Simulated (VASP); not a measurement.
Input of a VASP 6.6.1 run:

INCAR

```
ALGO = Normal
EDIFF = 1E-6
EDIFFG = -0.03
ENCUT = 520
GGA = PS
IBRION = 2
ISIF = 2
ISMEAR = 0
LASPH = T
LCHARG = F
LREAL = Auto
LWAVE = F
NELECT = 64.0
NELM = 100
NSW = 80
PREC = Accurate
SIGMA = 0.02
```

Contents of KPOINTS:

```
k-points
0
Gamma
  3 3 3
```

Contents of POSCAR:

```
HC16
1.0
    0.0000000000      3.5700000000      3.5700000000
    3.5700000000      0.0000000000      3.5700000000
    3.5700000000      3.5700000000      0.0000000000
C H
16 1
Direct
    0.0000000000      0.0000000000      0.0000000000
    0.1250000000      0.1250000000      0.1250000000
    0.0000000000      0.0000000000      0.5000000000
    0.1250000000      0.1250000000      0.6250000000
    0.0000000000      0.5000000000      0.0000000000
    0.1250000000      0.6250000000      0.1250000000
    0.0000000000      0.5000000000      0.5000000000
    0.1250000000      0.6250000000      0.6250000000
    0.5000000000      0.0000000000      0.0000000000
    0.6250000000      0.1250000000      0.1250000000
    0.5000000000      0.0000000000      0.5000000000
    0.6250000000      0.1250000000      0.6250000000
    0.5000000000      0.5000000000      0.0000000000
    0.6250000000      0.6250000000      0.1250000000
    0.5000000000      0.5000000000      0.5000000000
    0.6250000000      0.6250000000      0.6250000000
    0.8142585000      0.8085430000      0.0719116000
```

Potentials or basis: VASP PAW PBE potentials, release 64 (C, H).

Command:

```sh
$ cat potpaw_PBE.64/C/POTCAR potpaw_PBE.64/H/POTCAR > POTCAR
$ mpirun -np 1 vasp_std > vasp.out
```

Question: Predict the energy gained by relaxing.

Answer: 23.0 meV/atom.

Final structure:
```
C H
1.0
     0.00000    3.57000    3.57000
     3.57000    0.00000    3.57000
     3.57000    3.57000    0.00000
C H
16 1
Direct
  0.99104 0.02497 0.99037
  0.12110 0.11837 0.13194
  0.99343 0.99702 0.50500
  0.12141 0.12641 0.62298
  0.99629 0.48818 0.00051
  0.13075 0.59972 0.13610
  0.99495 0.49847 0.50325
  0.12178 0.62234 0.62642
  0.49331 0.00087 0.99945
  0.60980 0.13616 0.12591
  0.49519 0.00216 0.49991
  0.61944 0.12535 0.62573
  0.49564 0.50607 0.99458
  0.61800 0.62369 0.12693
  0.49497 0.49916 0.50053
  0.61968 0.62751 0.62147
  0.89749 0.81208 0.06084
```

Caveat: the k points lie up to 0.51 Å⁻¹ apart; the cell carries a net charge on a neutralising background, which shifts energy and pressure.
